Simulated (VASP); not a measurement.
# K2PdC2 (P1) in VASP: further runs, part 2 of 2

VASP 6.6.1.

## 3. Single point, LDA (atom 1 (K) moved by (-0.200, -0.200) A along [1 1 0] and z)

INCAR

```
PREC     = Accurate       # precision mode
ENCUT    = 520            # plane-wave cutoff, eV
EDIFF    = 1E-7           # SCF threshold, eV
ISMEAR   = 0              # smearing method
SIGMA    = 0.05           # smearing width, eV
LREAL    = F              # projectors in reciprocal space
LASPH    = T              # aspherical terms in the spheres
NELM     = 100            # most SCF steps
ALGO     = Normal         # electronic algorithm
ISIF     = 2              # what is computed and relaxed
LWAVE    = F              # write WAVECAR
LCHARG   = T              # write CHGCAR
LELF     = T              # ELF
LVHAR    = T            
NBANDS   = 26             # bands
```

KPOINTS

```
regular mesh
0
Gamma
  6 6 6
```

POSCAR

```
K2PdC2
1.0
    5.1181840614      0.0000000000      0.0000000000
   -2.5590920307      4.4324774185      0.0000000000
    0.0000000000      0.0000000000      5.2581371800
K Pd C
2 1 2
Direct
    0.6230826510      0.3014276195      0.6821619258
    0.3333333333      0.6666666667      0.2798017900
    0.0000000000      0.0000000000      0.0000000000
    0.0000000000      0.0000000000      0.6201967800
    0.0000000000      0.0000000000      0.3798032200
```

Potentials or basis: VASP PAW LDA potentials, release 64 (K_sv, Pd, C).

Launch:

```sh
$ cat potpaw_LDA.64/K_sv/POTCAR potpaw_LDA.64/Pd/POTCAR potpaw_LDA.64/C/POTCAR > POTCAR
$ mpirun -np 1 vasp_std > vasp.out
```

OUTCAR:

```text
PREC = Accurate
   ENCUT = 520
   EDIFF = 1E-7
   ISMEAR = 0
   LREAL = F
   LASPH = T
   NELM = 100
   ISIF = 2

 ion  position               nearest neighbor table
   1  0.623  0.301  0.682-   4 2.78   3 3.23   3 3.45   3 3.52   2 3.52   2 3.60   2 3.79
   2  0.333  0.667  0.280-   3 3.30   3 3.30   3 3.30   1 3.52   1 3.60   1 3.79
   3  0.000  0.000  0.000-   4 2.00   5 2.00   1 3.23   2 3.30   2 3.30   2 3.30   1 3.45   1 3.52

   4  0.000  0.000  0.620-   5 1.26   3 2.00   1 2.78
   5  0.000  0.000  0.380-   4 1.26   3 2.00

  LATTYP: Found a hexagonal cell.
 ALAT       =     5.1181840614
 C/A-ratio  =     1.0273442918

  Lattice vectors:

 A1 = (   5.1181840614,   0.0000000000,   0.0000000000)
 A2 = (  -2.5590920307,   4.4324774185,   0.0000000000)
 A3 = (   0.0000000000,   0.0000000000,   5.2581371800)

Analysis of symmetry for initial positions (statically):
=====================================================================
 Subroutine PRICEL returns:
 Original cell was already a primitive cell.

 Routine SETGRP: Setting up the symmetry group for a
 hexagonal supercell.

 Subroutine GETGRP returns: Found  1 space group operations
 (whereof  1 operations were pure point group operations)
 out of a pool of 24 trial point group operations.

The static configuration has the point symmetry C_1 .

Analysis of symmetry for dynamics (positions and initial velocities):
=====================================================================
 Subroutine PRICEL returns:
 Original cell was already a primitive cell.

 Routine SETGRP: Setting up the symmetry group for a
 hexagonal supercell.

 Subroutine GETGRP returns: Found  1 space group operations
 (whereof  1 operations were pure point group operations)
 out of a pool of 24 trial point group operations.

The dynamic configuration has the point symmetry C_1 .

 Subroutine INISYM returns: Found  1 space group operations
 (whereof  1 operations are pure point group operations),
 and found     1 'primitive' translations

----------------------------------------------------------------------------------------

                                     Primitive cell

  volume of cell :     119.2873

  direct lattice vectors                    reciprocal lattice vectors
     5.118184061  0.000000000  0.000000000     0.195381797  0.112803733  0.000000000
    -2.559092031  4.432477419  0.000000000     0.000000000  0.225607466  0.000000000
     0.000000000  0.000000000  5.258137180     0.000000000  0.000000000  0.190181421

  length of vectors
     5.118184061  5.118184061  5.258137180     0.225607466  0.225607466  0.190181421

  position of ions in fractional coordinates (direct lattice)
     0.623082651  0.301427619  0.682161926
     0.333333333  0.666666667  0.279801790
     0.000000000  0.000000000  0.000000000
     0.000000000  0.000000000  0.620196780
     0.000000000  0.000000000  0.379803220

  ion indices of the primitive-cell ions
   primitive index   ion index
                 1           1
                 2           2
                 3           3
                 4           4
                 5           5

----------------------------------------------------------------------------------------

 KPOINTS: regular mesh

Automatic generation of k-mesh.
 Grid dimensions read from file:
 generate k-points for:    6    6    6

 Generating k-lattice:

  Cartesian coordinates                     Fractional coordinates (reciprocal lattice)
     0.032563633  0.018800622  0.000000000     0.166666667  0.000000000  0.000000000
     0.000000000  0.037601244  0.000000000     0.000000000  0.166666667  0.000000000
     0.000000000  0.000000000  0.031696903     0.000000000  0.000000000  0.166666667

  Length of vectors
     0.037601244  0.037601244  0.031696903

  Shift w.r.t. Gamma in fractional coordinates (k-lattice)
     0.000000000  0.000000000  0.000000000

 Subroutine IBZKPT returns following result:
 ===========================================

 Found    112 irreducible k-points:

 Following reciprocal coordinates:
            Coordinates               Weight
  0.000000  0.000000  0.000000      1.000000
  0.166667 -0.000000  0.000000      2.000000
  0.000000  0.166667  0.000000      2.000000
 -0.166667  0.166667  0.000000      2.000000
  0.333333  0.000000  0.000000      2.000000
  0.000000  0.333333  0.000000      2.000000
[... 16 lines left out ...]
  0.000000  0.166667  0.166667      2.000000
 -0.166667  0.166667  0.166667      2.000000
 [... further k-points ...]
   k-points           NKPTS =    112   k-points in BZ     NKDIM =    112   number of bands    NBANDS=     26
   number of dos      NEDOS =    301   number of ions     NIONS =      5
   total plane-waves  NPLWV =  64000
   dimension x,y,z NGX =    40 NGY =   40 NGZ =   40
   dimension x,y,z NGXF=    80 NGYF=   80 NGZF=   80
   ions per type =               2   1   2
   NGX,Y,Z   is equivalent  to a cutoff of  12.99, 12.99, 12.65 a.u.
   NGXF,Y,Z  is equivalent  to a cutoff of  25.99, 25.99, 25.29 a.u.
 SYSTEM =  unknown system
   PREC   = accura    normal or accurate (medium, high low for compatibility)
   ISTART =      0    job   : 0-new  1-cont  2-samecut
   ICHARG =      2    charge: 1-file 2-atom 10-const
   ISPIN  =      1    spin polarized calculation?
   LNONCOLLINEAR =      F non collinear calculations
   LSORBIT =      F    spin-orbit coupling
   LASPH  =      T    aspherical Exc in radial PAW
   ENCUT  =  520.0 eV  38.22 Ry    6.18 a.u.   9.52  9.52  9.78*2*pi/ulx,y,z
   NELM   =    100;   NELMIN=  2; NELMDL= -5     # of ELM steps
   EDIFF  = 0.1E-06   stopping-criterion for ELM
   LREAL  =      F    real-space projection
   EDIFFG = 0.1E-05   stopping-criterion for IOM
   NSW    =      0    number of steps for IOM
   IBRION =     -1    ionic relax: 0-MD 1-quasi-New 2-CG
   NFREE  =      0    steps in history (QN), initial steepest desc. (CG)
   ISIF   =      2    stress and relaxation
   ISYM   =      2    0-nonsym 1-usesym 2-fastsym
   POTIM  = 0.5000    time-step for ionic-motion
   TEBEG  =    0.0;   TEEND  =   0.0 temperature during run
   PSTRESS=    0.0 pullay stress
   NELECT =      36.0000    total number of electrons
   NUPDOWN=      -1.0000    fix difference up-down
   EMIN   =  10.00;   EMAX   =-10.00  energy-range for DOS
   EFERMI =   0.00;   METHOD = LEGACY
   ISMEAR =     0;   SIGMA  =   0.05  broadening in eV -4-tet -1-fermi 0-gaus
   EFERMI_NEDOS =   21; number of points for ismear=-14 and -15
   IALGO  =     38    algorithm
   IMIX   =      4    mixing-type and parameters
     AMIX     =   0.40;   BMIX     =  1.00
     AMIX_MAG =   1.60;   BMIX_MAG =  1.00
  volume/ion in A,a.u.               =      23.86       161.00
  Fermi-wavevector in a.u.,A,eV,Ry     =   1.098106  2.075119 16.406402  1.205837
  Thomas-Fermi vector in A             =   2.234478
   LORBIT       =      0    0 simple, 1 ext, 2 COOP (PROOUT), +10 PAW based schemes
   GGA     = CA    functional components
   LHFCALC =     F    Hartree Fock is set to
   AEXX    =    0.0000 exact exchange contribution
   IVDW    =     0    specifies the selected vdW correction
   LEPSILON=     F    determine dielectric tensor
   LRPA    =     F    only Hartree local field effects (RPA)
 non-spin polarized calculation
 Gauss-broadening in eV      SIGMA  =   0.05
  energy-cutoff  :      520.00
  volume of cell :      119.29
 maximum number of plane-waves:      3247
 NGX is ok and might be reduce to    40
   NGX = 19   NGY = 19   NGZ = 19

 number of electron      36.0000006 magnetization

 Free energy of the ion-electron system (eV)
  ---------------------------------------------------
  ext. energy  EPLUGINS =         0.00000000
  ---------------------------------------------------
  free energy    TOTEN  =       -28.69305996 eV

  energy without entropy =      -28.69305996  energy(sigma->0) =      -28.69305996

 E-fermi :   1.0412     XC(G=0):  -8.6313

 val. band max:        0.8346019014   @ k =   0.0000   0.0000   0.5000
 cond. band min:       2.1505719447   @ k =   0.0000   0.5000   0.5000
 fundamental gap:      1.3159700433
 Fermi energy:         1.0411512571

 k-point     1 :       0.0000    0.0000    0.0000
  band No.  band energies     occupation
      1     -28.7530      2.00000
      2     -28.6852      2.00000
      3     -12.7407      2.00000
      4     -12.5808      2.00000
      5     -12.5044      2.00000
      6     -12.4241      2.00000
[... 18 lines left out ...]
     25       6.8382      0.00000
     26       7.2437      0.00000
[... 644 lines left out ...]
      4     -12.5931      2.00000
      5     -12.5125      2.00000
      6     -12.4815      2.00000
[... 18 lines left out ...]
     25       6.9870      0.00000
     26       7.5765      0.00000

 [... further k-points ...]
[... 5 lines left out ...]
  --------------------------------------------------------------------------------------
  -------------------------------------------------------------------------------------
  Total       -1.1178558     -1.3279696     -2.8759362      0.1526869      0.0160631      0.0075046
  in kB      -15.0141934    -17.8362831    -38.6274005      2.0507746      0.2157479      0.1007964
  external PRESSURE =     -23.8259590 kB  Pullay stress =       0.0000000 kB

 VOLUME and BASIS-vectors are now :
 -----------------------------------------------------------------------------
  energy-cutoff  :      520.00
  volume of cell :      119.29
      direct lattice vectors                 reciprocal lattice vectors
     5.118184061  0.000000000  0.000000000     0.195381797  0.112803733  0.000000000
    -2.559092031  4.432477419  0.000000000     0.000000000  0.225607466  0.000000000
     0.000000000  0.000000000  5.258137180     0.000000000  0.000000000  0.190181421

 POSITION                                       TOTAL-FORCE (eV/Angst)
 -----------------------------------------------------------------------------------
      2.41767      1.33607      3.58690         0.334211      0.266710      0.187484
     -0.00000      2.95498      1.47124        -0.047052     -0.055645     -0.143355
      0.00000      0.00000      0.00000        -0.046851     -0.036199     -0.042542
      0.00000      0.00000      3.26108        -0.224653     -0.164346      0.408787
      0.00000      0.00000      1.99706        -0.015655     -0.010520     -0.410374
 -----------------------------------------------------------------------------------
    total drift:                               -0.000133     -0.000021      0.000026

  FREE ENERGIE OF THE ION-ELECTRON SYSTEM (eV)
  ---------------------------------------------------
  free  energy   TOTEN  =       -28.6930599636 eV

  energy  without entropy=      -28.6930599636  energy(sigma->0) =      -28.69305996
```

Run time: 5.1 min. Hardware: 1 thread of Intel Xeon Platinum 8488C (Sapphire Rapids), shared host; peak memory 0.43 GiB.

What came out:

```
Free energy            : -28.6931 eV
Pressure               : -2.4 GPa
Largest force          : 0.495 eV/Å
Band gap on the k mesh : 1.32 eV, indirect (least direct gap 1.36 eV)
```

Forces in eV/Å, atoms in the order of the input:
```
K    0.334  0.267  0.187
K   -0.047 -0.056 -0.143
Pd  -0.047 -0.036 -0.043
C   -0.225 -0.164  0.409
C   -0.016 -0.011 -0.410
```

Caveat: the cell differs from its parent crystal (atom 1 (K) moved by (-0.200, -0.200) A along [1 1 0] and z).
